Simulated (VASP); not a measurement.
Si3BTe2:

```
Si B Te
1.0
     3.59856    0.00000    0.00000
     0.00000    3.59856    0.00000
     0.00000    0.00000   11.39488
Si B Te
3 1 2
Direct
  0.50000 0.50000 0.17872
  0.50000 0.50000 0.50000
  0.50000 0.50000 0.82128
  0.00000 0.00000 0.00000
  0.00000 0.00000 0.33344
  0.00000 0.00000 0.66656
```

The cell was generated, and may not be a known phase.

* Program: VASP 6.6.1
* Task: relaxation of cell and atoms
* Functional: PBE
* Potentials or basis: VASP PAW PBE potentials, release 64 (Si, B, Te)
* Cutoff: 600 eV
* k mesh: 6 × 6 × 2
* Occupations: gaussian, width 0.1 eV
* Spin: no spin polarisation

At the start: pressure -7.4 GPa; volume 24.59 Å³/atom.

How do energy, volume and symmetry change on relaxing?

Over 29 steps the energy falls by 441.2 meV/atom and the volume is 18.20 Å³/atom (-26.0 %); space group P4/mmm (No. 123, to 0.1 Å) before and after.

The path:
| step | energy change (eV) | largest force (eV/Å) | pressure (GPa) | volume (Å³) |
| --- | --- | --- | --- | --- |
| 1 | 0.0000 | 0.3217 | -7.37 | 147.56 |
| 2 | -0.7709 | 0.9544 | -1.55 | 124.66 |
| 3 | -0.8100 | 1.1433 | 0.66 | 119.54 |
| 4 | -1.0307 | 1.1700 | 0.62 | 117.62 |
| 5 | -1.7057 | 1.5137 | 0.84 | 111.63 |
| 6 | 0.1931 | 11.0027 | 20.80 | 98.56 |
| 7 | -1.6297 | 1.5400 | 2.01 | 110.39 |
| 8 | -2.0749 | 0.9565 | 5.07 | 104.62 |
| 9 | -2.1911 | 0.5490 | 2.37 | 108.99 |
| 10 | -2.1960 | 0.2609 | 2.68 | 108.26 |
| 11 | -2.3086 | 0.2662 | -0.41 | 111.93 |
| 12 | -2.3262 | 0.4597 | -1.95 | 114.02 |
| 13 | -2.3822 | 0.5368 | -1.53 | 113.07 |
| 14 | -2.5640 | 0.7414 | -0.69 | 109.93 |
| 15 | -2.5056 | 0.6556 | 5.29 | 102.47 |
| 16 | -2.5735 | 0.6362 | 1.34 | 106.51 |
| 17 | -2.5965 | 0.6126 | 0.39 | 107.85 |
| 18 | -2.5975 | 0.5482 | -0.14 | 108.91 |
| 19 | -2.6028 | 0.5760 | 0.16 | 108.35 |
| 20 | -2.6285 | 0.1985 | 0.57 | 108.08 |
| 21 | -2.6298 | 0.1756 | 0.47 | 108.13 |
| 22 | -2.6342 | 0.1365 | -0.32 | 109.22 |
| 23 | -2.6344 | 0.1302 | -0.47 | 109.43 |
| 24 | -2.6384 | 0.1033 | -0.29 | 109.15 |
| 25 | -2.6433 | 0.0446 | 0.41 | 108.31 |
| 26 | -2.6452 | 0.0871 | 0.20 | 108.61 |
| 27 | -2.6456 | 0.1369 | 0.07 | 108.81 |
| 28 | -2.6468 | 0.0630 | -0.02 | 109.04 |
| 29 | -2.6470 | 0.0066 | -0.08 | 109.20 |

Final structure:
```cif
data_structure
_symmetry_space_group_name_H-M 'P 1'
_symmetry_Int_Tables_number 1
_cell_length_a 3.3310
_cell_length_b 3.3310
_cell_length_c 9.8417
_cell_angle_alpha 90.000
_cell_angle_beta 90.000
_cell_angle_gamma 90.000
_cell_volume 109.20
loop_
_atom_site_label
_atom_site_type_symbol
_atom_site_fract_x
_atom_site_fract_y
_atom_site_fract_z
_atom_site_occupancy
Si1 Si 0.50000 0.50000 0.11593 1
Si2 Si 0.50000 0.50000 0.50000 1
Si3 Si 0.50000 0.50000 0.88407 1
B1 B 0.00000 0.00000 0.00000 1
Te1 Te 0.00000 0.00000 0.31876 1
Te2 Te 0.00000 0.00000 0.68124 1
```

Caveat: the volume moved by over 15 % at a fixed basis, so the end points are rough; the highest band is partly filled, so the run has too few bands.
